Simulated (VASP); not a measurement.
Si, 8 atoms in the cell. Symmetry: Ia-3, No. 206, cubic system. The conventional cell has a = 6.636 Å, b = 6.636 Å, c = 6.636 Å, α = 90.00°, β = 90.00°, γ = 90.00°. Si (site symmetry 3) has 4 Si at 2.31 to 2.39 Å within 3.0 Å. 

```yaml
Program: VASP 6.6.1
Task: relaxation of cell and atoms
Functional: RPBE
Potentials_or_basis: VASP PAW PBE potentials, release 64 (Si)
Cutoff: 600 eV
k_mesh: 4 × 4 × 4
Occupations: fermi-dirac, width 0.05 eV
Spin: no spin polarisation
Dipole_correction: no
Further_INCAR_settings: ALGO = Normal; EDIFF = 1e-07; IBRION = 2; EDIFFG = -0.01; NSW = 80; ISIF = 3
```

Potentials or basis: VASP PAW PBE potentials, release 64 (Si).

Command:

```sh
$ cat potpaw_PBE.64/Si/POTCAR > POTCAR
$ mpirun -np 1 vasp_std > vasp.out
```

Hardware: 1 thread of Intel(R) Xeon(R) Platinum 8488C (Sapphire Rapids) (shared host).

How long does it take, and how much memory?

It took 91 s on 1 thread of Intel(R) Xeon(R) Platinum 8488C (Sapphire Rapids), with other jobs on the host, peak memory 0.31 GiB. Counts: scf iterations 51, k points 8, ion steps 6.
